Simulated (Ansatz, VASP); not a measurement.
GaN in VASP and in Ansatz

The input INCAR:

```
SYSTEM = GaN
PREC = Accurate
ENCUT = 520
EDIFF = 1E-6
ISMEAR = -1
SIGMA = 0.02
LREAL = .False.
LASPH = .True.
NELM = 60
ALGO = Normal
ISIF = 2
LWAVE = .False.
LCHARG = .False.
GGA = PS
NBANDS = 16
```

File KPOINTS:

```
Automatic mesh
0
Gamma
  13 13 13
  0 0 0
```

The input POSCAR:

```
GaN
1.0
    0.0000000000      1.9518253216      1.9518253216
    1.9518253216      0.0000000000      1.9518253216
    1.9518253216      1.9518253216      0.0000000000
Ga N
1 1
Direct
    0.5000000000      0.5000000000      0.5000000000
    0.0000000000      0.0000000000      0.0000000000
```

Input for Ansatz:

```yaml
crystal:
  lattice:
    - [0.0, 1.9518253216, 1.9518253216]
    - [1.9518253216, 0.0, 1.9518253216]
    - [1.9518253216, 1.9518253216, 0.0]
  atoms:
    - { symbol: Ga, position: [0.5, 0.5, 0.5] }
    - { symbol: "N", position: [0.0, 0.0, 0.0] }
kpoints:
  mp_grid: { grid: [13, 13, 13] }
  band_path:
    path:
      - [0.0, 0.0, 0.0]
      - [0.5, 0.0, 0.5]
      - [0.625, 0.25, 0.625]
      - [0.375, 0.375, 0.75]
      - [0.0, 0.0, 0.0]
      - [0.5, 0.5, 0.5]
      - [0.5, 0.25, 0.75]
      - [0.5, 0.0, 0.5]
    npoints: 5
scf:
  occupations: { method: fermi_dirac, width: 0.02 }
hamiltonian:
  xc: pbesol
  pseudopotentials: { kind: all_electron, lapw: { basis_error: 0.001 } }
output:
  forces: true
  stress: true
  eigenvalues: true
```

Change from the starting cell: volume scaled by 0.94.

Alike in both runs: task single point; functional PBEsol; k mesh 13 × 13 × 13; occupations fermi-dirac, width 0.02 eV; no spin polarisation.

|  | VASP | Ansatz |
| --- | --- | --- |
| version | VASP 6.6.1 | Ansatz 0.2.0 |
| potentials or method | VASP PAW PBE potentials, release 64 (Ga_d, N), cutoff 520 eV | all-electron LAPW, scalar-relativistic |

VASP gave:

- gap on the k mesh at the Fermi level (eV): 2.27
- pressure (GPa): 92.5

What did Ansatz give for the same quantities?

gap on the k mesh at the Fermi level (eV): 2.29; pressure (GPa): 91.7.

VASP's potentials were made for PBE, not for PBEsol. Both programs put the cell under a high pressure, so it lies far from rest at this level. Ansatz ran all-electron here, and VASP with PAW potentials.

Noted on VASP's run: the cell as given lies far from equilibrium.
